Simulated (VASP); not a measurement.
# Si in VASP: relaxation of the atoms with PBE

Aim: the relaxation of the atoms of Si with PBE.

Everything below comes from runs of VASP 6.6.1. Logs are shortened: lines on timing, memory, paths and dates and some standing lists are left out, and cuts for length are marked.

### Step 1. The cell of the first run

The cell holds a slab with vacuum, 8 atoms: a = 3.851 Å, b = 3.851 Å, c = 24.349 Å, α = 90.00°, β = 90.00°, γ = 120.00°.

### Step 2. Relaxation of the atoms, PBE

The input, INCAR:

```
SYSTEM = Si
ALGO     = Normal         ! electronic algorithm
DIPOL    = 0.5 0.5 0.500
EDIFF    = 1E-6           ! SCF threshold, eV
EDIFFG   = -0.03          ! ionic threshold
ENCUT    = 520            ! plane-wave cutoff, eV
GGA      = PE             ! functional
IBRION   = 2              ! ionic algorithm
IDIPOL   = 3            
ISIF     = 2              ! what is computed and relaxed
ISMEAR   = 0              ! smearing method
LASPH    = .TRUE.         ! aspherical terms in the spheres
LCHARG   = .FALSE.        ! write CHGCAR
LDIPOL   = .TRUE.       
LREAL    = .FALSE.        ! projectors in reciprocal space
LWAVE    = .FALSE.        ! write WAVECAR
NELM     = 60             ! most SCF steps
NSW      = 70             ! ionic steps
PREC     = Accurate       ! precision mode
SIGMA    = 0.05           ! smearing width, eV
```

The input, KPOINTS:

```
k-points
0
G
  9 9 1
  0 0 0
```

The input, POSCAR:

```
Si
1.0
    3.8512806327      0.0000000000      0.0000000000
   -1.9256403163      3.3353068650      0.0000000000
    0.0000000000      0.0000000000     24.3486478162
Si
8
Selective dynamics
Direct
    0.6666666667      0.3333333333      0.2874902973  F F F
    0.3333333333      0.6666666667      0.3203920722  F F F
    0.3333333333      0.6666666667      0.4181961742  F F F
    0.6666666667      0.3333333333      0.4510979490  F F F
    0.6666666667      0.3333333333      0.5489020510  T T T
    0.3333333333      0.6666666667      0.5818038258  T T T
    0.3333333333      0.6666666667      0.6796079278  T T T
    0.6666666667      0.3333333333      0.7125097027  T T T
```

Potentials or basis: VASP PAW PBE potentials, release 64 (Si).

On the command line:

```
> cat potpaw_PBE.64/Si/POTCAR > POTCAR
> mpirun -np 1 vasp_std > vasp.out
```

OUTCAR:

```text
SYSTEM = Si
   EDIFF = 1E-6
   EDIFFG = -0.03
   ENCUT = 520
   GGA = PE
   IBRION = 2
   ISIF = 2
   ISMEAR = 0
   LASPH = .TRUE.
   LREAL = .FALSE.
   NELM = 60
   NSW = 70
   PREC = Accurate

 ion  position               nearest neighbor table
   1  0.667  0.333  0.287-   2 2.36   2 2.36   2 2.36
   2  0.333  0.667  0.320-   1 2.36   1 2.36   1 2.36   3 2.38
   3  0.333  0.667  0.418-   4 2.36   4 2.36   4 2.36   2 2.38
   4  0.667  0.333  0.451-   3 2.36   3 2.36   3 2.36   5 2.38
   5  0.667  0.333  0.549-   6 2.36   6 2.36   6 2.36   4 2.38
   6  0.333  0.667  0.582-   5 2.36   5 2.36   5 2.36   7 2.38
   7  0.333  0.667  0.680-   8 2.36   8 2.36   8 2.36   6 2.38
   8  0.667  0.333  0.713-   7 2.36   7 2.36   7 2.36

  LATTYP: Found a hexagonal cell.
 ALAT       =     3.8512806327
 C/A-ratio  =     6.3222211359

  Lattice vectors:

 A1 = (   3.8512806327,   0.0000000000,   0.0000000000)
 A2 = (  -1.9256403163,   3.3353068650,   0.0000000000)
 A3 = (   0.0000000000,   0.0000000000,  24.3486478162)

Analysis of symmetry for initial positions (statically):
=====================================================================
 Subroutine PRICEL returns:
 Original cell was already a primitive cell.

 Routine SETGRP: Setting up the symmetry group for a
 hexagonal supercell.

 Subroutine GETGRP returns: Found 12 space group operations
 (whereof 12 operations were pure point group operations)
 out of a pool of 24 trial point group operations.

The static configuration has the point symmetry D_3h.

Analysis of symmetry for dynamics (positions and initial velocities):
=====================================================================
 Subroutine PRICEL returns:
 Original cell was already a primitive cell.

 Routine SETGRP: Setting up the symmetry group for a
 hexagonal supercell.

 Subroutine GETGRP returns: Found 12 space group operations
 (whereof 12 operations were pure point group operations)
 out of a pool of 24 trial point group operations.

The dynamic configuration has the point symmetry D_3h.

Analysis of constrained symmetry for selective dynamics:
=====================================================================
 Subroutine PRICEL returns:
 Original cell was already a primitive cell.

 Routine SETGRP: Setting up the symmetry group for a
 hexagonal supercell.

 Subroutine GETGRP returns: Found  6 space group operations
 (whereof  6 operations were pure point group operations)
 out of a pool of 24 trial point group operations.

The constrained configuration has the point symmetry C_3v.

 Subroutine INISYM returns: Found  6 space group operations
 (whereof  6 operations are pure point group operations),
 and found     1 'primitive' translations

----------------------------------------------------------------------------------------

                                     Primitive cell

  volume of cell :     312.7633

  direct lattice vectors                    reciprocal lattice vectors
     3.851280633  0.000000000  0.000000000     0.259653891  0.149911244  0.000000000
    -1.925640316  3.335306865  0.000000000     0.000000000  0.299822487  0.000000000
     0.000000000  0.000000000 24.348647816     0.000000000  0.000000000  0.041070042

  length of vectors
     3.851280633  3.851280633 24.348647816     0.299822487  0.299822487  0.041070042

  position of ions in fractional coordinates (direct lattice)
     0.666666667  0.333333333  0.287490297
     0.333333333  0.666666667  0.320392072
     0.333333333  0.666666667  0.418196174
     0.666666667  0.333333333  0.451097949
     0.666666667  0.333333333  0.548902051
     0.333333333  0.666666667  0.581803826
     0.333333333  0.666666667  0.679607928
     0.666666667  0.333333333  0.712509703

  ion indices of the primitive-cell ions
   primitive index   ion index
                 1           1
                 2           2
                 3           3
                 4           4
                 5           5
                 6           6
                 7           7
                 8           8

----------------------------------------------------------------------------------------

 KPOINTS: k-points

Automatic generation of k-mesh.
 Grid dimensions read from file:
 generate k-points for:    9    9    1

 Generating k-lattice:

  Cartesian coordinates                     Fractional coordinates (reciprocal lattice)
     0.028850432  0.016656805  0.000000000     0.111111111  0.000000000  0.000000000
     0.000000000  0.033313610  0.000000000     0.000000000  0.111111111  0.000000000
     0.000000000  0.000000000  0.041070042     0.000000000  0.000000000  1.000000000

  Length of vectors
     0.033313610  0.033313610  0.041070042

  Shift w.r.t. Gamma in fractional coordinates (k-lattice)
     0.000000000  0.000000000  0.000000000

 Subroutine IBZKPT returns following result:
 ===========================================

 Found     12 irreducible k-points:

 Following reciprocal coordinates:
            Coordinates               Weight
  0.000000  0.000000  0.000000      1.000000
  0.111111  0.000000  0.000000      6.000000
  0.222222  0.000000  0.000000      6.000000
  0.333333 -0.000000  0.000000      6.000000
  0.444444  0.000000  0.000000      6.000000
  0.111111  0.111111  0.000000      6.000000
  0.222222  0.111111  0.000000     12.000000
  0.333333  0.111111  0.000000     12.000000
  0.444444  0.111111  0.000000      6.000000
  0.222222  0.222222  0.000000      6.000000
  0.333333  0.222222  0.000000     12.000000
  0.333333  0.333333  0.000000      2.000000
   k-points           NKPTS =     12   k-points in BZ     NKDIM =     12   number of bands    NBANDS=     21
   number of dos      NEDOS =    301   number of ions     NIONS =      8
   total plane-waves  NPLWV = 172800
   dimension x,y,z NGX =    30 NGY =   30 NGZ =  192
   dimension x,y,z NGXF=    60 NGYF=   60 NGZF=  384
   ions per type =               8
   NGX,Y,Z   is equivalent  to a cutoff of  12.95, 12.95, 13.11 a.u.
   NGXF,Y,Z  is equivalent  to a cutoff of  25.90, 25.90, 26.22 a.u.
 SYSTEM =  Si
   PREC   = accura    normal or accurate (medium, high low for compatibility)
   ISTART =      0    job   : 0-new  1-cont  2-samecut
   ICHARG =      2    charge: 1-file 2-atom 10-const
   ISPIN  =      1    spin polarized calculation?
   LNONCOLLINEAR =      F non collinear calculations
   LSORBIT =      F    spin-orbit coupling
   LASPH  =      T    aspherical Exc in radial PAW
   ENCUT  =  520.0 eV  38.22 Ry    6.18 a.u.   7.16  7.16 45.27*2*pi/ulx,y,z
   NELM   =     60;   NELMIN=  2; NELMDL= -5     # of ELM steps
   EDIFF  = 0.1E-05   stopping-criterion for ELM
   LREAL  =      F    real-space projection
   EDIFFG = -.3E-01   stopping-criterion for IOM
   NSW    =     70    number of steps for IOM
   IBRION =      2    ionic relax: 0-MD 1-quasi-New 2-CG
   NFREE  =      1    steps in history (QN), initial steepest desc. (CG)
   ISIF   =      2    stress and relaxation
   ISYM   =      2    0-nonsym 1-usesym 2-fastsym
   POTIM  = 0.5000    time-step for ionic-motion
   TEBEG  =    0.0;   TEEND  =   0.0 temperature during run
   PSTRESS=    0.0 pullay stress
   NELECT =      32.0000    total number of electrons
   NUPDOWN=      -1.0000    fix difference up-down
   EMIN   =  10.00;   EMAX   =-10.00  energy-range for DOS
   EFERMI =   0.00;   METHOD = LEGACY
   ISMEAR =     0;   SIGMA  =   0.05  broadening in eV -4-tet -1-fermi 0-gaus
   EFERMI_NEDOS =   21; number of points for ismear=-14 and -15
   IALGO  =     38    algorithm
   IMIX   =      4    mixing-type and parameters
     AMIX     =   0.40;   BMIX     =  1.00
     AMIX_MAG =   1.60;   BMIX_MAG =  1.00
  volume/ion in A,a.u.               =      39.10       263.83
  Fermi-wavevector in a.u.,A,eV,Ry     =   0.765690  1.446944  7.976836  0.586281
  Thomas-Fermi vector in A             =   1.865866
   LORBIT       =      0    0 simple, 1 ext, 2 COOP (PROOUT), +10 PAW based schemes
   GGA     = PE    functional components
   LHFCALC =     F    Hartree Fock is set to
   AEXX    =    0.0000 exact exchange contribution
   IVDW    =     0    specifies the selected vdW correction
   LEPSILON=     F    determine dielectric tensor
   LRPA    =     F    only Hartree local field effects (RPA)
 conjugate gradient relaxation of ions
 non-spin polarized calculation
 Gauss-broadening in eV      SIGMA  =   0.05
  energy-cutoff  :      520.00
  volume of cell :      312.76
 maximum number of plane-waves:      8475
 NGX is ok and might be reduce to    30
   NGX = 15   NGY = 15   NGZ = 91

--------------------------------------- Ionic step        1  -------------------------------------------

 number of electron      32.0000002 magnetization

 Free energy of the ion-electron system (eV)
  ---------------------------------------------------
  ext. energy  EPLUGINS =         0.00000000
  ---------------------------------------------------
  free energy    TOTEN  =       -40.67753791 eV

  energy without entropy =      -40.67325320  energy(sigma->0) =      -40.67539556

------------------------ aborting loop because EDIFF is reached ----------------------------------------

 vacuum level on the upper side and lower side of the slab       (xc-potential included)        -0.153        -0.146

  FORCE on cell =-STRESS in cart. coord.  units (eV):
  Direction    XX          YY          ZZ          XY          YZ          ZX
  --------------------------------------------------------------------------------------
  -------------------------------------------------------------------------------------
  Total       -0.3484565     -0.3484565     -0.4439867     -0.0000000     -0.0000000      0.0000000
  in kB       -1.7850211     -1.7850211     -2.2743888     -0.0000000     -0.0000000      0.0000000
  external PRESSURE =      -1.9481437 kB  Pullay stress =       0.0000000 kB
[... 23 lines left out ...]
  FREE ENERGIE OF THE ION-ELECTRON SYSTEM (eV)
  ---------------------------------------------------
  free  energy   TOTEN  =       -40.6775379127 eV

  energy  without entropy=      -40.6732532012  energy(sigma->0) =      -40.67539556

 dipolmoment           0.000000      0.000000      0.000002 electrons x Angstroem

--------------------------------------- Ionic step        2  -------------------------------------------

 number of electron      32.0000002 magnetization

------------------------ aborting loop because EDIFF is reached ----------------------------------------
[... 289 lines left out ...]
--------------------------------------- Ionic step        9  -------------------------------------------

 number of electron      32.0000002 magnetization

 dipolmoment           0.000000      0.000000     -0.009635 electrons x Angstroem

 Free energy of the ion-electron system (eV)
  ---------------------------------------------------
  ext. energy  EPLUGINS =         0.00000000
  ---------------------------------------------------
  free energy    TOTEN  =       -40.71688142 eV

  energy without entropy =      -40.71153724  energy(sigma->0) =      -40.71420933

 E-fermi :   0.6545     XC(G=0):  -5.4631

 val. band max:        0.6106979532   @ k =   0.1111   0.0000   0.0000
 cond. band min:       0.6880821927   @ k =   0.3333   0.2222   0.0000
 fundamental gap:      0.0773842395
 Fermi energy:         0.6545121832

 k-point     1 :       0.0000    0.0000    0.0000
  band No.  band energies     occupation
      1     -11.0700      2.00000
      2     -10.5625      2.00000
      3      -9.8492      2.00000
      4      -9.1902      2.00000
      5      -5.5405      2.00000
      6      -3.9543      2.00000
[... 277 lines left out ...]
     20       3.7559      0.00000
     21       4.1707      0.00000

------------------------ aborting loop because EDIFF is reached ----------------------------------------

 vacuum level on the upper side and lower side of the slab       (xc-potential included)        -0.074         0.058

  FORCE on cell =-STRESS in cart. coord.  units (eV):
  Direction    XX          YY          ZZ          XY          YZ          ZX
  --------------------------------------------------------------------------------------
  -------------------------------------------------------------------------------------
  Total        0.2408909      0.2408909     -0.3939620      0.0000000      0.0000000     -0.0000000
  in kB        1.2339999      1.2339999     -2.0181298      0.0000000      0.0000000     -0.0000000
  external PRESSURE =       0.1499567 kB  Pullay stress =       0.0000000 kB
[... 23 lines left out ...]
  FREE ENERGIE OF THE ION-ELECTRON SYSTEM (eV)
  ---------------------------------------------------
  free  energy   TOTEN  =       -40.7168814203 eV

  energy  without entropy=      -40.7115372436  energy(sigma->0) =      -40.71420933

 reached required accuracy - stopping structural energy minimisation

 vacuum level on the upper side and lower side of the slab         5.341         5.475
```

Run time: 6.9 min. Hardware: 1 thread of AMD EPYC 7R13 (Zen 3), shared host; peak memory 0.42 GiB.

What came out:

```yaml
Free_energy: -40.7169 eV
Energy_gained_by_relaxing: 4.9 meV/atom
Ionic_steps: 9
Band_gap_on_the_k_mesh: zero (bands 16 and 17 overlap by 0.30 eV)
```

The path:
```tsv
step	energy change (eV)	largest force on free atoms (eV/Å)	pressure (GPa)
1	0.0000	0.7342	-0.19
2	-0.0300	0.3017	-0.14
3	-0.0342	0.1927	-0.10
4	-0.0369	0.1018	-0.08
5	-0.0377	0.0889	-0.06
6	-0.0384	0.0390	-0.04
7	-0.0386	0.0335	-0.02
8	-0.0388	0.0316	-0.01
9	-0.0393	0.0241	0.01
```

Final structure:
```cif
data_structure
_symmetry_space_group_name_H-M 'P 1'
_symmetry_Int_Tables_number 1
_cell_length_a 3.8513
_cell_length_b 3.8513
_cell_length_c 24.3486
_cell_angle_alpha 90.000
_cell_angle_beta 90.000
_cell_angle_gamma 120.000
_cell_volume 312.76
loop_
_atom_site_label
_atom_site_type_symbol
_atom_site_fract_x
_atom_site_fract_y
_atom_site_fract_z
_atom_site_occupancy
Si1 Si 0.66667 0.33333 0.28749 1
Si2 Si 0.33333 0.66667 0.32039 1
Si3 Si 0.33333 0.66667 0.41820 1
Si4 Si 0.66667 0.33333 0.45110 1
Si5 Si 0.66667 0.33333 0.54899 1
Si6 Si 0.33333 0.66667 0.58145 1
Si7 Si 0.33333 0.66667 0.68116 1
Si8 Si 0.66667 0.33333 0.70898 1
```

The gap in the log of VASP goes by the Fermi energy; the results here count the filled bands.